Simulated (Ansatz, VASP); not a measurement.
**One calculation of BP, two programs**

File POSCAR:

```
BP
1.0
    0.0000000000      2.2002188101      2.2002188101
    2.2002188101      0.0000000000      2.2002188101
    2.2002188101      2.2002188101      0.0000000000
B P
1 1
Direct
    0.0000000000      0.0000000000      0.0000000000
    0.7500000000      0.7500000000      0.7500000000
```

The input INCAR.step1:

```
SYSTEM = BP
ALGO     = Normal         ! electronic algorithm
EDIFF    = 1E-4           ! SCF threshold, eV
ENCUT    = 520            ! plane-wave cutoff, eV
GGA      = PE             ! functional
ISMEAR   = 0              ! smearing method
LASPH    = .TRUE.         ! aspherical terms in the spheres
LCHARG   = .FALSE.        ! write CHGCAR
LREAL    = .FALSE.        ! projectors in reciprocal space
LWAVE    = .TRUE.         ! write WAVECAR
NBANDS   = 11             ! bands
NELM     = 100            ! most SCF steps
PREC     = Accurate       ! precision mode
SIGMA    = 0.05           ! smearing width, eV
```

Contents of INCAR.step2:

```
SYSTEM = BP
ALGO     = Normal         ! electronic algorithm
EDIFF    = 1E-6           ! SCF threshold, eV
ENCUT    = 520            ! plane-wave cutoff, eV
ISIF     = 2              ! what is computed and relaxed
ISMEAR   = 0              ! smearing method
ISTART   = 1            
LASPH    = .TRUE.         ! aspherical terms in the spheres
LCHARG   = .TRUE.         ! write CHGCAR
LELF     = .TRUE.         ! ELF
LMIXTAU  = .TRUE.       
LREAL    = .FALSE.        ! projectors in reciprocal space
LVHAR    = .TRUE.       
LWAVE    = .FALSE.        ! write WAVECAR
METAGGA  = R2SCAN         ! meta-GGA
NBANDS   = 11             ! bands
NELM     = 100            ! most SCF steps
PREC     = Accurate       ! precision mode
SIGMA    = 0.05           ! smearing width, eV
```

The input KPOINTS:

```
k-points
0
G
  10 10 10
  0 0 0
```

Input for Ansatz:

```yaml
crystal:
  lattice:
    - [0.0, 2.2002188101, 2.2002188101]
    - [2.2002188101, 0.0, 2.2002188101]
    - [2.2002188101, 2.2002188101, 0.0]
  atoms:
    - { symbol: B, position: [0.0, 0.0, 0.0] }
    - { symbol: P, position: [0.75, 0.75, 0.75] }
basis:
  ecutwfc: 500
kpoints:
  mp_grid: { grid: [10, 10, 10] }
hamiltonian:
  xc: r2scan
scf:
  occupations: { method: gaussian, width: 0.05 }
output:
  forces: true
  stress: true
  eigenvalues: true
```

Change from the starting cell: strain -0.030 along x and y, -0.030 along z, atoms carried along.

Alike in both runs: task single point; functional r2SCAN; k mesh 10 × 10 × 10; occupations gaussian, width 0.05 eV; no spin polarisation.

```csv
,VASP,Ansatz
version,VASP 6.6.1,Ansatz 0.2.0
potentials or method,"VASP PAW PBE potentials, release 64 (B, P), cutoff 520 eV","scalar-relativistic, plane waves, PAW"
valence electrons in the cell,8,8
```

|  | VASP | Ansatz | Ansatz less VASP |
| --- | --- | --- | --- |
| gap on the k mesh at the Fermi level (eV) | 1.32 | 1.29 | -0.030 |
| least direct gap on the mesh (eV) | 3.80 | 3.76 | -0.041 |
| pressure (GPa) | 17.7 | 18.4 | +0.62 |

VASP's potentials were made for PBE, not for r2SCAN.
